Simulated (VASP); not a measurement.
Here is a VASP 6.6.1 calculation.

Contents of POSCAR:

```
Cu2SnHgS4
1.0
    0.0000000000      5.6572030000      0.0000000000
    5.6572030000      0.0000000000      0.0000000000
    2.8286020000      2.8286020000     -5.4343600000
S Sn Hg Cu
4 1 1 2
Direct
    0.4000000000      0.4000000000      0.7358000000
    0.6000000000      0.1358000000      0.2642000000
    0.8642000000      0.8642000000      0.7358000000
    0.1358000000      0.6000000000      0.2642000000
    0.5000000000      0.5000000000      0.0000000000
    0.0000000000      0.0000000000      0.0000000000
    0.7500000000      0.2500000000      0.5000000000
    0.2500000000      0.7500000000      0.5000000000
```

The input INCAR.step1:

```
PREC = Accurate
ENCUT = 520
ISMEAR = -1
SIGMA = 0.0197
LREAL = False
LASPH = True
NELM = 60
NBANDS = 46
GGA = PE
ALGO = Normal
EDIFF = 1E-4
LWAVE = True
LCHARG = False
```

Contents of INCAR.step2:

```
PREC = Accurate
ENCUT = 520
EDIFF = 1E-6
ISMEAR = -1
SIGMA = 0.0197
LREAL = False
LASPH = True
NELM = 60
ALGO = Normal
ISIF = 2
LWAVE = False
LCHARG = True
METAGGA = R2SCAN
LMIXTAU = True
LELF = True
LVHAR = True
NBANDS = 46
ISTART = 1
```

The input KPOINTS:

```
Automatic mesh
0
Gamma
  5 5 5
```

Potentials or basis: VASP PAW PBE potentials, release 64 (S, Sn_d, Hg, Cu).

Command:

```sh
$ cat potpaw_PBE.64/S/POTCAR potpaw_PBE.64/Sn_d/POTCAR potpaw_PBE.64/Hg/POTCAR potpaw_PBE.64/Cu/POTCAR > POTCAR
$ cp INCAR.step1 INCAR
$ mpirun -np 1 vasp_std > vasp.out
$ cp INCAR.step2 INCAR
$ mpirun -np 1 vasp_std > vasp.out
```

(1) Estimate the pressure.

(2) What does it give for the largest force?

## Answers

(1) 0.6 GPa.

(2) 1.445 eV/Å.

Caveat: the PAW data sets were made with another functional, which shifts forces and pressure a little.
